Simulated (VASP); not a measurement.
Wanted: the native input for a VASP 6.6.1 run.

| Property | Result |
| --- | --- |
| Task | single point |
| Functional | r2SCAN |
| Potentials or basis | VASP PAW PBE potentials, release 64 (Li_sv, H) |
| Cutoff | 830 eV |
| k mesh | 10 × 10 × 10 |
| Occupations | gaussian, width 0.01 eV |
| Spin | no spin polarisation |
| Dipole correction | no |
| Further INCAR settings | ALGO = Normal; EDIFF = 1e-06; NBANDS = 9 |

LiH:

```
CELL_PARAMETERS angstrom
0.00000 2.00340 2.00340
2.00340 0.00000 2.00340
2.00340 2.00340 0.00000
ATOMIC_POSITIONS crystal
Li 0.00000 0.00000 0.00000
H 0.50000 0.50000 0.50000
```

One way to write it, as run:

POSCAR

```
LiH
1.0
    0.0000000000      2.0033987139      2.0033987139
    2.0033987139      0.0000000000      2.0033987139
    2.0033987139      2.0033987139      0.0000000000
Li H
1 1
Direct
    0.0000000000      0.0000000000      0.0000000000
    0.5000000000      0.5000000000      0.5000000000
```

INCAR.step1

```
PREC     = Accurate       # precision mode
ENCUT    = 830            # plane-wave cutoff, eV
ISMEAR   = 0              # smearing method
SIGMA    = 0.01           # smearing width, eV
LREAL    = F              # projectors in reciprocal space
LASPH    = T              # aspherical terms in the spheres
NELM     = 120            # most SCF steps
NBANDS   = 9              # bands
GGA      = PE             # functional
ALGO     = Normal         # electronic algorithm
EDIFF    = 1E-5           # SCF threshold, eV
LWAVE    = T              # write WAVECAR
LCHARG   = F              # write CHGCAR
GGA_COMPAT= F
```

INCAR.step2

```
PREC     = Accurate       # precision mode
ENCUT    = 830            # plane-wave cutoff, eV
EDIFF    = 1E-6           # SCF threshold, eV
ISMEAR   = 0              # smearing method
SIGMA    = 0.01           # smearing width, eV
LREAL    = F              # projectors in reciprocal space
LASPH    = T              # aspherical terms in the spheres
NELM     = 120            # most SCF steps
ALGO     = Normal         # electronic algorithm
ISIF     = 2              # what is computed and relaxed
LWAVE    = F              # write WAVECAR
LCHARG   = F              # write CHGCAR
METAGGA  = R2SCAN         # meta-GGA
LMIXTAU  = T            
NBANDS   = 9              # bands
ISTART   = 1            
GGA_COMPAT= F
```

KPOINTS

```
Automatic mesh
0
Gamma
  10 10 10
```

Potentials or basis: VASP PAW PBE potentials, release 64 (Li_sv, H).

Command:

```console
$ cat potpaw_PBE.64/Li_sv/POTCAR potpaw_PBE.64/H/POTCAR > POTCAR
$ cp INCAR.step1 INCAR
$ mpirun -np 1 vasp_std > vasp.out
$ cp INCAR.step2 INCAR
$ mpirun -np 1 vasp_std > vasp.out
```

It gave:

* Pressure: -0.1 GPa
* Band gap on the k mesh: 3.58 eV, direct

Caveat: the PAW data sets were made with another functional, which shifts forces and pressure a little.

Run time: 110 s on 1 thread of Intel Xeon 8259CL (shared host), peak memory 0.16 GiB.
